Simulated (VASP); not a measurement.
Runs of VASP 6.6.1 on Cs3AsAu. The structure is that of space group Pm-3m (No. 221), or close to it. The cells are those of the table. 

| task | cell | k mesh | cutoff (eV) | gap on the mesh (eV) | pressure (GPa) | relaxed volume (Å³/atom) |
| --- | --- | --- | --- | --- | --- | --- |
| single point | a = 6.068 Å, 5 atoms | 4 × 4 × 4 | 520 | none | 5.9 | - |
| single point | a = 6.888 Å, 5 atoms | 6 × 6 × 6 | 520 | none | 0.0 | - |
| single point | a = 6.793 Å, 5 atoms | 4 × 4 × 4 | 520 | none | (a) | - |
| relaxation of cell and atoms | relaxed from a = 6.068 Å, 5 atoms | 4 × 4 × 4 | 600 | none | 0.1 | 64.83 |
| relaxation of cell and atoms | relaxed from a = 6.793 Å, 5 atoms | 6 × 6 × 6 | 600 | none | 0.0 | 65.81 |

Alike in all rows: level PBE; potentials or basis VASP PAW PBE potentials, release 64 (Cs_sv, As, Au); no spin polarisation; smearing gaussian 0.1 eV.

Task: Fill in the values left out.

Result: (a) 0.3.

Caveats: spin-orbit coupling is left out, which moves the levels of the heavy elements; the volume moved by over 15 % at a fixed basis, so the end points are rough (some runs).

A k mesh can miss the band edges, and the runs leave out spin-orbit coupling on As, Au, Cs.

A gap of «none» marks levels without a gap at the run's occupations.
